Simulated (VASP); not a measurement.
Crystal: Ni.

```
Ni
1.0
    -1.39845    1.39845    1.39845
     1.39845   -1.39845    1.39845
     1.39845    1.39845   -1.39845
Ni
1
Direct
  0.00000 0.00000 0.00000
```

| Quantity | Value |
| --- | --- |
| Program | VASP 6.6.1 |
| Task | relaxation of cell and atoms |
| Functional | PBEsol |
| Potentials or basis | VASP PAW PBE potentials, release 64 (Ni) |
| Cutoff | 600 eV |
| k mesh | 16 × 16 × 16 |
| Occupations | fermi-dirac, width 0.05 eV |
| Spin | collinear spin, ferromagnetic start |
| Starting moments | [0.8] μB |

At the start: pressure -8.9 GPa; volume 10.94 Å³/atom.

**Question.** Where does the relaxation end?

**Answer.** Over 3 steps the energy falls by 14.1 meV/atom and the volume is 10.46 Å³/atom (-4.4 %); space group Im-3m (No. 229, to 0.05 Å); moment 0.53 μB per cell.

Step by step:
| step | energy change (eV) | largest force (eV/Å) | pressure (GPa) | volume (Å³) |
| --- | --- | --- | --- | --- |
| 1 | 0.0000 | 0.0000 | -8.94 | 10.94 |
| 2 | 0.0006 | 0.0000 | 10.91 | 10.00 |
| 3 | -0.0141 | 0.0000 | -0.05 | 10.46 |

Final structure:
```cif
data_structure
_symmetry_space_group_name_H-M 'P 1'
_symmetry_Int_Tables_number 1
_cell_length_a 2.3861
_cell_length_b 2.3861
_cell_length_c 2.3861
_cell_angle_alpha 109.471
_cell_angle_beta 109.471
_cell_angle_gamma 109.471
_cell_volume 10.46
loop_
_atom_site_label
_atom_site_type_symbol
_atom_site_fract_x
_atom_site_fract_y
_atom_site_fract_z
_atom_site_occupancy
Ni1 Ni 0.00000 0.00000 0.00000 1
```

Caveat: the PAW data sets were made with another functional, which shifts forces and pressure a little.
